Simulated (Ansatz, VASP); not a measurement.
## Pt: VASP beside Ansatz

The input INCAR:

```
PREC = Accurate
ENCUT = 520
EDIFF = 1E-7
ISMEAR = 0
SIGMA = 0.15
LREAL = False
LASPH = True
NELM = 80
ALGO = Fast
ISIF = 2
LWAVE = False
LCHARG = True
LELF = True
LVHAR = True
NBANDS = 17
```

File KPOINTS:

```
regular mesh
0
Gamma
  18 18 10
```

POSCAR

```
Pt
1.0
    2.7081940711      0.0000000000      0.0000000000
   -1.3540970355      2.3453648639      0.0000000000
    0.0000000000      0.0000000000      4.6773974959
Pt
2
Direct
    0.6009915031      0.2723620098      0.7500000000
    0.3990084969      0.7276379902      0.2500000000
```

Input for Ansatz:

```yaml
crystal:
  lattice:
    - [2.7081940711, 0.0, 0.0]
    - [-1.3540970355, 2.3453648639, 0.0]
    - [0.0, 0.0, 4.6773974959]
  atoms:
    - { symbol: Pt, position: [0.6009915031, 0.2723620098, 0.75] }
    - { symbol: Pt, position: [0.3990084969, 0.7276379902, 0.25] }
basis:
  ecutwfc: 420
kpoints:
  mp_grid: { grid: [18, 18, 10] }
hamiltonian:
  xc: lda
scf:
  occupations: { method: gaussian, width: 0.15 }
output:
  forces: true
  stress: true
  eigenvalues: true
```

Change from the starting cell: mode 1 frozen in at -0.095 Å and mode 2 at -0.143 Å (largest displacements).

Alike in both runs: task single point; functional LDA; k mesh 18 × 18 × 10; occupations gaussian, width 0.15 eV; no spin polarisation.

|  | VASP | Ansatz |
| --- | --- | --- |
| version | VASP 6.6.1 | Ansatz 0.2.0 |
| potentials or method | VASP PAW LDA potentials, release 64 (Pt), cutoff 520 eV | scalar-relativistic, plane waves, PAW |
| valence electrons in the cell | 20 | 36 |

VASP gave:

| Property | Result |
| --- | --- |
| gap on the k mesh at the Fermi level (eV) | none |
| pressure (GPa) | 1.9 |
| traceless stress, the component that is largest in VASP (GPa) | -2.19 |
| rms of the force components (eV/Å) | 0.189 |

Task: What did Ansatz give for the same quantities?

Result: gap on the k mesh at the Fermi level (eV): none; pressure (GPa): 1.2; traceless stress, the component that is largest in VASP (GPa): -2.25; rms of the force components (eV/Å): 0.189.

LDA's correlation is that of Perdew and Zunger in VASP and of Perdew and Wang (1992) in Ansatz. Atom by atom the forces differ by 0.007 eV/Å (rms over components). A gap of «none» marks a metal or a gap that the smearing closes. VASP's potentials hold 20 valence electrons a cell and Ansatz's 36, so a difference there can come from the potentials and not from the codes.

Spin-orbit coupling is off throughout.
